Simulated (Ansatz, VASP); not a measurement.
**HfO2 in VASP and in Ansatz**

```xyz
6
Lattice="3.6043 0.0000 0.0000 0.0000 3.6043 0.0000 0.0000 0.0000 5.2638" Properties=species:S:1:pos:R:3 pbc="T T T"
Hf    1.8022    1.8022    2.6319
Hf    0.0000    0.0000    0.0000
O     0.0000    1.8022    3.6493
O     1.8022    0.0000    4.2465
O     1.8022    0.0000    1.6146
O     0.0000    1.8022    1.0173
```

Alike in both runs: functional PBE; k mesh 6 × 6 × 4; no spin polarisation.

Ansatz relaxed the structure, and its values are those at the end. VASP's run is a single point on that final structure, the one shown.

```csv
,VASP,Ansatz
version,VASP 6.6.1,Ansatz 0.2.0
potentials or method,"VASP PAW PBE potentials, release 64 (Hf_pv, O)","plane waves, PAW"
plane-wave cutoff (eV),520,420
occupations,"gaussian, width 0.01 eV",fixed
valence electrons in the cell,44,76
```

```tsv
	VASP	Ansatz	Ansatz less VASP
pressure (GPa)	-3.1	0.0	+3.14
rms of the force components (eV/Å)	0.023	0.000	-0.0232
```

VASP's potentials hold 44 valence electrons a cell and Ansatz's 76, so a difference there can come from the potentials and not from the codes.

Spin-orbit coupling is off throughout.
